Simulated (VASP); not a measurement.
# Sr2ReCl6 (Fm-3m) in VASP: single point with r2SCAN

Aim: the single point of Sr2ReCl6 with r2SCAN.

Everything below comes from runs of VASP 6.6.1. Logs are shortened: lines on timing, memory, paths and dates and some standing lists are left out, and cuts for length are marked.

### 1 The cell of the first run

The structure is cubic, space group Fm-3m (No. 225). The conventional cell has a = 9.614 Å, b = 9.614 Å, c = 9.614 Å, α = 90.00°, β = 90.00°, γ = 90.00°. Within 3.0 Å of Re (site symmetry m-3m) lie 6 Cl at 2.31 Å. Within 4.5 Å of Sr (site symmetry -43m) lie 12 Cl at 3.40 Å and 4 Re at 4.16 Å. Cl (site symmetry 4mm) has 1 Re at 2.31 Å within 3.0 Å.

### 2 Single point, r2SCAN

POSCAR reads:

```
Sr2ReCl6
1.0
    0.0000000000      4.8070561100      4.8070561100
    4.8070561100      0.0000000000      4.8070561100
    4.8070561100      4.8070561100      0.0000000000
Re Sr Cl
1 2 6
Direct
    0.0000000000      0.0000000000      0.0000000000
    0.2500000000      0.2500000000      0.2500000000
    0.7500000000      0.7500000000      0.7500000000
    0.7600000000      0.2400000000      0.2400000000
    0.2400000000      0.7600000000      0.2400000000
    0.2400000000      0.7600000000      0.7600000000
    0.7600000000      0.2400000000      0.7600000000
    0.2400000000      0.2400000000      0.7600000000
    0.7600000000      0.7600000000      0.2400000000
```

INCAR.step1 reads:

```
SYSTEM = Sr2ReCl6
ALGO = Normal
EDIFF = 1E-4
ENCUT = 520
GGA = PE
ISMEAR = -5
LASPH = .TRUE.
LCHARG = .FALSE.
LMAXMIX = 4
LREAL = .FALSE.
LWAVE = .TRUE.
NBANDS = 44
NELM = 100
PREC = Accurate
SIGMA = 0.0553
```

INCAR.step2 reads:

```
SYSTEM = Sr2ReCl6
ALGO = Normal
EDIFF = 1E-6
ENCUT = 520
ISIF = 2
ISMEAR = -1
ISTART = 1
LASPH = .TRUE.
LCHARG = .FALSE.
LMAXMIX = 4
LMIXTAU = .TRUE.
LORBIT = 11
LREAL = .FALSE.
LWAVE = .FALSE.
METAGGA = R2SCAN
NBANDS = 44
NELM = 100
PREC = Accurate
SIGMA = 0.0553
```

KPOINTS reads:

```
k-points
0
G
  6 6 6
  0 0 0
```

Potentials or basis: VASP PAW PBE potentials, release 64 (Re, Sr_sv, Cl).

Run with:

```bash
$ cat potpaw_PBE.64/Re/POTCAR potpaw_PBE.64/Sr_sv/POTCAR potpaw_PBE.64/Cl/POTCAR > POTCAR
$ cp INCAR.step1 INCAR
$ mpirun -np 1 vasp_std > vasp.out
$ cp INCAR.step2 INCAR
$ mpirun -np 1 vasp_std > vasp.out
```

OUTCAR:

```text
SYSTEM = Sr2ReCl6
   EDIFF = 1E-6
   ENCUT = 520
   ISIF = 2
   ISMEAR = -1
   ISTART = 1
   LASPH = .TRUE.
   LORBIT = 11
   LREAL = .FALSE.
   METAGGA = R2SCAN
   NELM = 100
   PREC = Accurate

 ion  position               nearest neighbor table
   1  0.000  0.000  0.000-   4 2.31   5 2.31   6 2.31   7 2.31   8 2.31   9 2.31   3 4.16   3 4.16
                             3 4.16   2 4.16   2 4.16   2 4.16   3 4.16   2 4.16
   2  0.250  0.250  0.250-   4 3.40   7 3.40   9 3.40   5 3.40   6 3.40   9 3.40   6 3.40   7 3.40
                             8 3.40   4 3.40   5 3.40   8 3.40   1 4.16   1 4.16   1 4.16   1 4.16
   3  0.750  0.750  0.750-   6 3.40   7 3.40   9 3.40   4 3.40   5 3.40   9 3.40   4 3.40   7 3.40
                             8 3.40   5 3.40   6 3.40   8 3.40   1 4.16   1 4.16   1 4.16   1 4.16
   4  0.760  0.240  0.240-   1 2.31   3 3.40   3 3.40   2 3.40   2 3.40
   5  0.240  0.760  0.240-   1 2.31   3 3.40   3 3.40   2 3.40   2 3.40
   6  0.240  0.760  0.760-   1 2.31   3 3.40   3 3.40   2 3.40   2 3.40
   7  0.760  0.240  0.760-   1 2.31   3 3.40   3 3.40   2 3.40   2 3.40
   8  0.240  0.240  0.760-   1 2.31   3 3.40   3 3.40   2 3.40   2 3.40
   9  0.760  0.760  0.240-   1 2.31   3 3.40   3 3.40   2 3.40   2 3.40

  LATTYP: Found a face centered cubic cell.
 ALAT       =     9.6141122200

  Lattice vectors:

 A1 = (   0.0000000000,   4.8070561100,   4.8070561100)
 A2 = (   4.8070561100,   0.0000000000,   4.8070561100)
 A3 = (   4.8070561100,   4.8070561100,   0.0000000000)

Analysis of symmetry for initial positions (statically):
=====================================================================
 Subroutine PRICEL returns:
 Original cell was already a primitive cell.

 Routine SETGRP: Setting up the symmetry group for a
 face centered cubic supercell.

 Subroutine GETGRP returns: Found 48 space group operations
 (whereof 48 operations were pure point group operations)
 out of a pool of 48 trial point group operations.

The static configuration has the point symmetry O_h .

Analysis of symmetry for dynamics (positions and initial velocities):
=====================================================================
 Subroutine PRICEL returns:
 Original cell was already a primitive cell.

 Routine SETGRP: Setting up the symmetry group for a
 face centered cubic supercell.

 Subroutine GETGRP returns: Found 48 space group operations
 (whereof 48 operations were pure point group operations)
 out of a pool of 48 trial point group operations.

The dynamic configuration has the point symmetry O_h .

 Subroutine INISYM returns: Found 48 space group operations
 (whereof 48 operations are pure point group operations),
 and found     1 'primitive' translations

----------------------------------------------------------------------------------------

                                     Primitive cell

  volume of cell :     222.1609

  direct lattice vectors                    reciprocal lattice vectors
     0.000000000  4.807056110  4.807056110    -0.104013764  0.104013764  0.104013764
     4.807056110  0.000000000  4.807056110     0.104013764 -0.104013764  0.104013764
     4.807056110  4.807056110  0.000000000     0.104013764  0.104013764 -0.104013764

  length of vectors
     6.798203946  6.798203946  6.798203946     0.180157124  0.180157124  0.180157124

  position of ions in fractional coordinates (direct lattice)
     0.000000000  0.000000000  0.000000000
     0.250000000  0.250000000  0.250000000
     0.750000000  0.750000000  0.750000000
     0.760000000  0.240000000  0.240000000
     0.240000000  0.760000000  0.240000000
     0.240000000  0.760000000  0.760000000
     0.760000000  0.240000000  0.760000000
     0.240000000  0.240000000  0.760000000
     0.760000000  0.760000000  0.240000000

  ion indices of the primitive-cell ions
   primitive index   ion index
                 1           1
                 2           2
                 3           3
                 4           4
                 5           5
                 6           6
                 7           7
                 8           8
                 9           9

----------------------------------------------------------------------------------------

 KPOINTS: k-points

Automatic generation of k-mesh.
 Grid dimensions read from file:
 generate k-points for:    6    6    6

 Generating k-lattice:

  Cartesian coordinates                     Fractional coordinates (reciprocal lattice)
    -0.017335627  0.017335627  0.017335627     0.166666667  0.000000000  0.000000000
     0.017335627 -0.017335627  0.017335627     0.000000000  0.166666667  0.000000000
     0.017335627  0.017335627 -0.017335627     0.000000000  0.000000000  0.166666667

  Length of vectors
     0.030026187  0.030026187  0.030026187

  Shift w.r.t. Gamma in fractional coordinates (k-lattice)
     0.000000000  0.000000000  0.000000000

 Subroutine IBZKPT returns following result:
 ===========================================

 Found     16 irreducible k-points:

 Following reciprocal coordinates:
            Coordinates               Weight
  0.000000  0.000000  0.000000      1.000000
  0.166667  0.000000  0.000000      8.000000
  0.333333  0.000000  0.000000      8.000000
  0.500000  0.000000  0.000000      4.000000
  0.166667  0.166667  0.000000      6.000000
  0.333333  0.166667  0.000000     24.000000
[... 8 lines left out ...]
 -0.333333  0.333333  0.166667     24.000000
 -0.333333  0.500000  0.166667     12.000000
   k-points           NKPTS =     16   k-points in BZ     NKDIM =     16   number of bands    NBANDS=     44
   number of dos      NEDOS =    301   number of ions     NIONS =      9
   total plane-waves  NPLWV = 157464
   dimension x,y,z NGX =    54 NGY =   54 NGZ =   54
   dimension x,y,z NGXF=   108 NGYF=  108 NGZF=  108
   ions per type =               1   2   6
   NGX,Y,Z   is equivalent  to a cutoff of  13.21, 13.21, 13.21 a.u.
   NGXF,Y,Z  is equivalent  to a cutoff of  26.41, 26.41, 26.41 a.u.
 SYSTEM =  Sr2ReCl6
   PREC   = accura    normal or accurate (medium, high low for compatibility)
   ISTART =      1    job   : 0-new  1-cont  2-samecut
   ICHARG =      0    charge: 1-file 2-atom 10-const
   ISPIN  =      1    spin polarized calculation?
   LNONCOLLINEAR =      F non collinear calculations
   LSORBIT =      F    spin-orbit coupling
   LASPH  =      T    aspherical Exc in radial PAW
   ENCUT  =  520.0 eV  38.22 Ry    6.18 a.u.  12.64 12.64 12.64*2*pi/ulx,y,z
   NELM   =    100;   NELMIN=  2; NELMDL=  0     # of ELM steps
   EDIFF  = 0.1E-05   stopping-criterion for ELM
   LREAL  =      F    real-space projection
   EDIFFG = 0.1E-04   stopping-criterion for IOM
   NSW    =      0    number of steps for IOM
   IBRION =     -1    ionic relax: 0-MD 1-quasi-New 2-CG
   NFREE  =      0    steps in history (QN), initial steepest desc. (CG)
   ISIF   =      2    stress and relaxation
   ISYM   =      2    0-nonsym 1-usesym 2-fastsym
   POTIM  = 0.5000    time-step for ionic-motion
   TEBEG  =    0.0;   TEEND  =   0.0 temperature during run
   PSTRESS=    0.0 pullay stress
   NELECT =      69.0000    total number of electrons
   NUPDOWN=      -1.0000    fix difference up-down
   EMIN   =  10.00;   EMAX   =-10.00  energy-range for DOS
   EFERMI =   0.00;   METHOD = LEGACY
   ISMEAR =    -1;   SIGMA  =   0.06  broadening in eV -4-tet -1-fermi 0-gaus
   EFERMI_NEDOS =   21; number of points for ismear=-14 and -15
   IALGO  =     38    algorithm
   IMIX   =      4    mixing-type and parameters
     AMIX     =   0.40;   BMIX     =  1.00
     AMIX_MAG =   1.60;   BMIX_MAG =  1.00
  volume/ion in A,a.u.               =      24.68       166.58
  Fermi-wavevector in a.u.,A,eV,Ry     =   1.108669  2.095081 16.723567  1.229148
  Thomas-Fermi vector in A             =   2.245199
   LORBIT       =     11    0 simple, 1 ext, 2 COOP (PROOUT), +10 PAW based schemes
   METAGGA = R2SCAN    functional components
   LHFCALC =     F    Hartree Fock is set to
   AEXX    =    0.0000 exact exchange contribution
   IVDW    =     0    specifies the selected vdW correction
   LEPSILON=     F    determine dielectric tensor
   LRPA    =     F    only Hartree local field effects (RPA)
 non-spin polarized calculation
  energy-cutoff  :      520.00
  volume of cell :      222.16
 maximum number of plane-waves:      6014
 NGX is ok and might be reduce to    54

 number of electron      68.9999992 magnetization

 Free energy of the ion-electron system (eV)
  ---------------------------------------------------
  ext. energy  EPLUGINS =         0.00000000
  ---------------------------------------------------
  free energy    TOTEN  =      -133.65441538 eV

  energy without entropy =     -133.59575311  energy(sigma->0) =     -133.62508425

 E-fermi :   4.8080     XC(G=0):  -9.5352

 val. band max:        4.8018919481   @ k =   0.3333   0.3333   0.0000
 cond. band min:       4.8119335325   @ k =  -0.3333   0.3333   0.0000
 fundamental gap:      0.0100415845
 Fermi energy:         4.8080083411

 k-point     1 :       0.0000    0.0000    0.0000
  band No.  band energies     occupation
      1     -34.3554      2.00000
      2     -34.3529      2.00000
      3     -15.6718      2.00000
      4     -15.6718      2.00000
      5     -15.6718      2.00000
      6     -15.6478      2.00000
[... 36 lines left out ...]
     43       7.6311      0.00000
     44       7.6311      0.00000

 k-point     2 :       0.1667    0.0000    0.0000
  band No.  band energies     occupation
      1     -34.3552      2.00000
      2     -34.3531      2.00000
      3     -15.6771      2.00000
      4     -15.6718      2.00000
      5     -15.6718      2.00000
      6     -15.6594      2.00000
[... 36 lines left out ...]
     43       7.7375      0.00000
     44       7.7399      0.00000

 k-point     3 :       0.3333    0.0000    0.0000
  band No.  band energies     occupation
      1     -34.3548      2.00000
      2     -34.3535      2.00000
      3     -15.6902      2.00000
      4     -15.6789      2.00000
      5     -15.6707      2.00000
      6     -15.6707      2.00000
[... 36 lines left out ...]
     43       8.0753      0.00000
     44       8.2005      0.00000

 k-point     4 :       0.5000    0.0000    0.0000
  band No.  band energies     occupation
      1     -34.3541      2.00000
      2     -34.3541      2.00000
      3     -15.6988      2.00000
      4     -15.6859      2.00000
      5     -15.6670      2.00000
      6     -15.6670      2.00000
[... 506 lines left out ...]
     43       7.9429      0.00000
     44       8.3098      0.00000

 k-point    15 :      -0.3333    0.3333    0.1667
  band No.  band energies     occupation
      1     -34.3541      2.00000
      2     -34.3541      2.00000
      3     -15.7243      2.00000
      4     -15.7109      2.00000
      5     -15.6732      2.00000
      6     -15.6730      2.00000
[... 36 lines left out ...]
     43       8.2415      0.00000
     44       8.2648      0.00000

 k-point    16 :      -0.3333    0.5000    0.1667
  band No.  band energies     occupation
      1     -34.3543      2.00000
      2     -34.3539      2.00000
      3     -15.7370      2.00000
      4     -15.7115      2.00000
      5     -15.6874      2.00000
      6     -15.6582      2.00000
[... 36 lines left out ...]
     43       8.3214      0.00000
     44       8.4021      0.00000

------------------------ aborting loop because EDIFF is reached ----------------------------------------

  FORCE on cell =-STRESS in cart. coord.  units (eV):
  Direction    XX          YY          ZZ          XY          YZ          ZX
  --------------------------------------------------------------------------------------
  -------------------------------------------------------------------------------------
  Total        2.3986114      2.3986114      2.3986114     -0.0000000      0.0000000     -0.0000000
  in kB       17.2982797     17.2982797     17.2982797     -0.0000000      0.0000000     -0.0000000
  external PRESSURE =      17.2982797 kB  Pullay stress =       0.0000000 kB

 VOLUME and BASIS-vectors are now :
 -----------------------------------------------------------------------------
  energy-cutoff  :      520.00
  volume of cell :      222.16
      direct lattice vectors                 reciprocal lattice vectors
     0.000000000  4.807056110  4.807056110    -0.104013764  0.104013764  0.104013764
     4.807056110  0.000000000  4.807056110     0.104013764 -0.104013764  0.104013764
     4.807056110  4.807056110  0.000000000     0.104013764  0.104013764 -0.104013764

 POSITION                                       TOTAL-FORCE (eV/Angst)
 -----------------------------------------------------------------------------------
      0.00000      0.00000      0.00000        -0.000000      0.000000      0.000000
      2.40353      2.40353      2.40353         0.000000      0.000000      0.000000
      7.21058      7.21058      7.21058         0.000000      0.000000      0.000000
      2.30739      4.80706      4.80706         1.471347      0.000000      0.000000
      4.80706      2.30739      4.80706        -0.000000      1.471347      0.000000
      7.30673      4.80706      4.80706        -1.471347      0.000000      0.000000
      4.80706      7.30673      4.80706        -0.000000     -1.471347      0.000000
      4.80706      4.80706      2.30739        -0.000000      0.000000      1.471347
      4.80706      4.80706      7.30673        -0.000000      0.000000     -1.471347
 -----------------------------------------------------------------------------------
    total drift:                                0.000000      0.000000     -0.000000

  FREE ENERGIE OF THE ION-ELECTRON SYSTEM (eV)
  ---------------------------------------------------
  free  energy   TOTEN  =      -133.6544153813 eV

  energy  without entropy=     -133.5957531119  energy(sigma->0) =     -133.62508425

 total charge

# of ion       s       p       d       tot
------------------------------------------
    1        0.458   0.575   5.211   6.245
    2        1.985   5.836   0.096   7.916
    3        1.985   5.836   0.096   7.916
    4        1.604   3.576   0.000   5.180
    5        1.604   3.576   0.000   5.180
    6        1.604   3.576   0.000   5.180
    7        1.604   3.576   0.000   5.180
    8        1.604   3.576   0.000   5.180
    9        1.604   3.576   0.000   5.180
--------------------------------------------------
tot         14.050  33.705   5.403  53.158
```

It took 27 min on 1 thread of AMD EPYC 7R43 (Zen 3), shared host; peak memory 0.44 GiB.

Results:

| Property | Result |
| --- | --- |
| Free energy | -133.6544 eV |
| Pressure | 1.7 GPa |
| Largest force | 1.471 eV/Å |
| Valence electrons inside the program's atomic spheres | Re 6.25; Sr 7.92; Cl 5.18 |

Forces on the atoms (eV/Å):
```
Re   0.000  0.000  0.000
Sr   0.000  0.000  0.000
Sr   0.000  0.000  0.000
Cl   1.471  0.000  0.000
Cl   0.000  1.471  0.000
Cl  -1.471  0.000  0.000
Cl   0.000 -1.471  0.000
Cl   0.000  0.000  1.471
Cl   0.000  0.000 -1.471
```

Caveat: the PAW data sets were made with another functional, which shifts forces and pressure a little; spin-orbit coupling is left out, which moves the levels of the heavy elements; an odd number of electrons without spin polarisation forces a metal; a magnetic or distorted state may lie lower.
